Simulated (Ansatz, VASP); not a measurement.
Two plane-wave programs on HfO2

```xyz
6
Lattice="0.0000 -2.5221 -2.5221 0.0000 2.5221 -2.5221 5.0441 0.0000 0.0000" Properties=species:S:1:pos:R:3 pbc="T T T"
Hf    0.0000   -0.0484    0.0000
Hf    2.5221    0.0484   -2.5221
O     3.5407    1.2610   -1.2591
O     1.5034   -1.2610   -1.2630
O     1.0186    1.2610   -1.2591
O     4.0255   -1.2610   -1.2630
```

Change from the starting cell: mode 1 frozen in at -0.242 Å and mode 5 at -0.048 Å (largest displacements).

Alike in both runs: task single point; functional PBEsol; k mesh 6 × 6 × 6; occupations gaussian, width 0.05 eV; no spin polarisation.

|  | VASP | Ansatz |
| --- | --- | --- |
| version | VASP 6.6.1 | Ansatz 0.2.0 |
| potentials or method | VASP PAW PBE potentials, release 64 (Hf_pv, O), cutoff 520 eV | scalar-relativistic, plane waves, PAW |
| valence electrons in the cell | 44 | 76 |

Ansatz gave:

| Property | Result |
| --- | --- |
| gap on the k mesh at the Fermi level (eV) | 4.42 |
| least direct gap on the mesh (eV) | 4.49 |
| pressure (GPa) | 6.0 |
| traceless stress, the component that is largest in VASP (GPa) | 5.20 |
| rms of the force components (eV/Å) | 0.243 |

Task: What did VASP give for the same quantities?

Result: gap on the k mesh at the Fermi level (eV): 4.39; least direct gap on the mesh (eV): 4.47; pressure (GPa): 2.4; traceless stress, the component that is largest in VASP (GPa): 5.34; rms of the force components (eV/Å): 0.240.

VASP's potentials were made for PBE, not for PBEsol, and Ansatz warns of the same on its side. Atom by atom the forces differ by 0.013 eV/Å (rms over components). VASP's potentials hold 44 valence electrons a cell and Ansatz's 76, so a difference there can come from the potentials and not from the codes.

Spin-orbit coupling is off throughout.
